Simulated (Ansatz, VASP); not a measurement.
## One calculation of Si4C5, two programs

```
CELL_PARAMETERS angstrom
3.09201 0.00000 0.00000
-1.54601 2.67776 0.00000
0.00000 0.00000 25.23371
ATOMIC_POSITIONS crystal
C 0.33333 0.66667 0.15852
C 0.66667 0.33333 0.25905
C 0.33333 0.66667 0.36079
C 0.66667 0.33333 0.46236
C 0.33333 0.66667 0.54624
Si 0.66667 0.33333 0.18348
Si 0.33333 0.66667 0.28401
Si 0.66667 0.33333 0.38429
Si 0.33333 0.66667 0.48482
```

Alike in both runs: task single point; functional PBE; k mesh 9 × 9 × 1; occupations gaussian, width 0.05 eV; collinear spin.

|  | VASP | Ansatz |
| --- | --- | --- |
| version | VASP 6.6.1 | Ansatz 0.2.0 |
| potentials or method | VASP PAW PBE potentials, release 64 (C, Si), cutoff 520 eV | scalar-relativistic, plane waves, PAW |
| valence electrons in the cell | 36 | 36 |

VASP gave:

* gap on the k mesh at the Fermi level (eV): none
* rms of the force components (eV/Å): 3.165
* net moment per atom (μB): 0.10
* size of the moment on the site where the two differ most (μB): 0.00
* work function, face that differs most (eV): 6.54

Q: Estimate Ansatz's values.

A: gap on the k mesh at the Fermi level (eV): none; rms of the force components (eV/Å): 3.185; net moment per atom (μB): 0.22; size of the moment on the site where the two differ most (μB): 0.42; work function, face that differs most (eV): 5.62.

The net moments are unlike, so the other rows may belong to different states. Site moments also hang on the region over which each program counts them. A gap of «none» marks a metal or a gap that the smearing closes. Ansatz's warnings: vacuum below fermi.
